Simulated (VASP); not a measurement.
# BiSb2O2 (P4/mmm) in VASP: further runs, part 2 of 2

VASP 6.6.1.

**3. Relaxation of cell and atoms, PBE**

This run uses another cell than the first one, of 22.64 Å³/atom.

Contents of INCAR:

```
PREC = Accurate
ENCUT = 600
EDIFF = 1E-6
ISMEAR = 0
SIGMA = 0.1
LREAL = F
LASPH = T
NELM = 100
ALGO = Normal
ISIF = 3
LWAVE = F
LCHARG = F
GGA = PE
IBRION = 2
NSW = 100
EDIFFG = -0.01
```

Contents of KPOINTS:

```
Automatic mesh
0
Gamma
  10 10 6
```

Contents of POSCAR:

```
BiSb2O2
1.0
    4.1786143478      0.0000000000      0.0000000000
    0.0000000000      4.1786143478      0.0000000000
    0.0000000000      0.0000000000      6.4825746670
Sb Bi O
2 1 2
Direct
    0.5000000000      0.5000000000      0.5000000000
    0.0000000000      0.0000000000      0.0000000000
    0.5000000000      0.5000000000      0.0000000000
    0.0000000000      0.0000000000      0.6908520439
    0.0000000000      0.0000000000      0.3091479561
```

Potentials or basis: VASP PAW PBE potentials, release 64 (Sb, Bi_d, O).

Command:

```console
$ cat potpaw_PBE.64/Sb/POTCAR potpaw_PBE.64/Bi_d/POTCAR potpaw_PBE.64/O/POTCAR > POTCAR
$ mpirun -np 1 vasp_std > vasp.out
```

OUTCAR:

```text
PREC = Accurate
   ENCUT = 600
   EDIFF = 1E-6
   ISMEAR = 0
   LREAL = F
   LASPH = T
   NELM = 100
   ISIF = 3
   GGA = PE
   IBRION = 2
   NSW = 100
   EDIFFG = -0.01

 ion  position               nearest neighbor table
   1  0.500  0.500  0.500-   3 3.24   3 3.24
   2  0.000  0.000  0.000-   4 2.00   5 2.00   3 2.95   3 2.95   3 2.95   3 2.95
   3  0.500  0.500  0.000-   2 2.95   2 2.95   2 2.95   2 2.95   1 3.24   1 3.24
   4  0.000  0.000  0.691-   2 2.00
   5  0.000  0.000  0.309-   2 2.00

  LATTYP: Found a simple tetragonal cell.
 ALAT       =     4.1786143478
 C/A-ratio  =     1.5513694559

  Lattice vectors:

[... 500 lines left out ...]
 Free energy of the ion-electron system (eV)
  ---------------------------------------------------
  ext. energy  EPLUGINS =         0.00000000
  ---------------------------------------------------
  free energy    TOTEN  =       -21.25522966 eV

  energy without entropy =      -21.24143670  energy(sigma->0) =      -21.24833318

 E-fermi :   5.8029     XC(G=0):  -9.7310

 val. band max:        5.8001676567   @ k =   0.3000   0.3000   0.5000
 cond. band min:       5.8107681177   @ k =   0.4000   0.1000   0.1667
 fundamental gap:      0.0106004609
 Fermi energy:         5.8028810960

 k-point     1 :       0.0000    0.0000    0.0000
  band No.  band energies     occupation
      1     -17.0022      2.00000
      2     -16.9790      2.00000
      3     -16.9596      2.00000
      4     -16.9488      2.00000
      5     -16.9488      2.00000
      6     -11.9521      2.00000
[... 589 lines left out ...]
     21       7.0823      0.00000
     22       9.0230      0.00000

 [... further k-points ...]

------------------------ aborting loop because EDIFF is reached ----------------------------------------

  FORCE on cell =-STRESS in cart. coord.  units (eV):
  Direction    XX          YY          ZZ          XY          YZ          ZX
  --------------------------------------------------------------------------------------
  -------------------------------------------------------------------------------------
  Total       -0.0004488     -0.0004488     -0.0324510      0.0000000      0.0000000      0.0000000
  in kB       -0.0064093     -0.0064093     -0.4634021      0.0000000      0.0000000      0.0000000
  external PRESSURE =      -0.1587402 kB  Pullay stress =       0.0000000 kB
[... 20 lines left out ...]
  FREE ENERGIE OF THE ION-ELECTRON SYSTEM (eV)
  ---------------------------------------------------
  free  energy   TOTEN  =       -21.2552296650 eV

  energy  without entropy=      -21.2414367049  energy(sigma->0) =      -21.24833318

 reached required accuracy - stopping structural energy minimisation
```

OSZICAR:

```text
N       E                     dE             d eps       ncg     rms          rms(c)
DAV:   1     0.384359221928E+03    0.38436E+03   -0.18122E+04  3696   0.176E+03
DAV:   2     0.247895765229E+02   -0.35957E+03   -0.35216E+03  4270   0.425E+02
DAV:   3    -0.246945109723E+02   -0.49484E+02   -0.48313E+02  4982   0.156E+02
[... 72 lines left out ...]
DAV:   1    -0.212552494526E+02   -0.46149E-04   -0.86192E-03  3696   0.720E-01    0.374E-02
DAV:   2    -0.212552386336E+02    0.10819E-04   -0.22129E-04  3906   0.115E-01    0.172E-02
DAV:   3    -0.212552319275E+02    0.67061E-05   -0.17058E-05  5332   0.323E-02    0.974E-03
DAV:   4    -0.212552302474E+02    0.16801E-05   -0.75692E-06  3636   0.172E-02    0.602E-03
DAV:   5    -0.212552296650E+02    0.58245E-06   -0.24981E-06  2584   0.114E-02
   9 F= -.21255230E+02 E0= -.21248333E+02  d E =-.271710E-04
```

It took 15 min on 1 thread of AMD EPYC 7R13 (Zen 3), shared host; peak memory 0.43 GiB.

Results:

* Free energy: -21.2552 eV
* Relaxed volume: 22.44 Å³/atom
* Relaxed cell: a = 4.164 Å, b = 4.164 Å, c = 6.471 Å, α = 90.00°, β = 90.00°, γ = 90.00°
* Space group after relaxing (to 0.1 Å): P4/mmm (No. 123)
* Energy gained by relaxing: 0.3 meV/atom
* Ionic steps: 9
* Pressure after relaxing: 0.0 GPa
* Largest force after relaxing: 0.006 eV/Å
* Band gap on the k mesh: zero (an odd number of electrons rules out a gap without spin polarisation)

Forces in eV/Å, atoms in the order of the input:
```
Sb   0.000  0.000  0.000
Sb   0.000  0.000  0.000
Bi   0.000  0.000  0.000
O    0.000  0.000 -0.006
O    0.000  0.000  0.006
```

Step by step:
```
step  energy change (eV)  largest force (eV/Å)  pressure (GPa)  volume (Å³)
   1              0.0000                0.0038           -0.48       113.19
   2             -0.0009                0.0966            0.22       112.08
   3             -0.0012                0.0646            0.00       112.43
   4             -0.0015                0.0176           -0.03       112.20
   5             -0.0015                0.0028           -0.01       112.09
   6             -0.0015                0.0100            0.01       112.16
   7             -0.0015                0.0125            0.01       112.17
   8             -0.0015                0.0156            0.01       112.19
   9             -0.0015                0.0062           -0.02       112.20
```

Final structure:
```
Sb Bi O
1.0
     4.16410    0.00000    0.00000
     0.00000    4.16410    0.00000
     0.00000    0.00000    6.47050
Sb Bi O
2 1 2
Direct
  0.50000 0.50000 0.50000
  0.00000 0.00000 0.00000
  0.50000 0.50000 0.00000
  0.00000 0.00000 0.69028
  0.00000 0.00000 0.30972
```

Levels at points of the mesh, in eV from the Fermi level:
| k point | band 17 | band 18 | band 19 | band 20 | band 21 | band 22 |
| --- | --- | --- | --- | --- | --- | --- |
| (0.00, 0.00, 0.00) | -1.17 | -1.17 | -0.87 | 1.52 | 1.52 | 3.30 |
| (0.50, 0.00, 0.00) | -0.83 | -0.32 | -0.10 | 1.06 | 1.40 | 1.59 |
| (0.50, 0.50, 0.00) | -2.32 | -2.32 | -1.25 | 0.80 | 0.80 | 4.84 |
| (0.00, 0.00, 0.50) | -0.68 | -0.31 | -0.20 | 0.68 | 1.68 | 1.68 |
| (0.50, 0.00, 0.50) | -1.03 | -0.37 | 0.03 | 0.15 | 0.98 | 1.27 |
| (0.50, 0.50, 0.50) | -1.33 | 0.15 | 0.41 | 0.44 | 0.87 | 0.87 |

Caveat: spin-orbit coupling is left out, which moves the levels of the heavy elements; an odd number of electrons without spin polarisation forces a metal; a magnetic or distorted state may lie lower.

The gap in the log of VASP goes by the Fermi energy; the results here count the filled bands.